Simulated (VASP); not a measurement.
Input of a VASP 6.6.1 run:

Contents of INCAR:

```
SYSTEM = GaSb
PREC = Accurate ; ENCUT = 520
EDIFF = 1E-6 ; ISMEAR = -1
SIGMA = 0.05 ; LREAL = .FALSE.
LASPH = .TRUE. ; NELM = 100
ALGO = Normal ; ISIF = 2
LWAVE = .FALSE. ; LCHARG = .TRUE.
GGA = PE ; LELF = .TRUE.
LVHAR = .TRUE. ; NBANDS = 16
```

KPOINTS

```
Automatic mesh
0
G
  12 12 12
  0 0 0
```

POSCAR

```
GaSb
1.0
    0.0000000000      3.0438017994      3.0438017994
    3.0438017994      0.0000000000      3.0438017994
    3.0438017994      3.0438017994      0.0000000000
Ga Sb
1 1
Direct
    0.0000000000      0.0000000000      0.0000000000
    0.2500000000      0.2500000000      0.2500000000
```

Potentials or basis: VASP PAW PBE potentials, release 64 (Ga_d, Sb).

The run is started by

```bash
$ cat potpaw_PBE.64/Ga_d/POTCAR potpaw_PBE.64/Sb/POTCAR > POTCAR
$ mpirun -np 1 vasp_std > vasp.out
```

What does it give for the pressure?

3.3 GPa.

Estimate the band gap on the k mesh.

0.14 eV, direct.

Caveat: spin-orbit coupling is left out, which moves the levels of the heavy elements. A k mesh can miss the band edges.
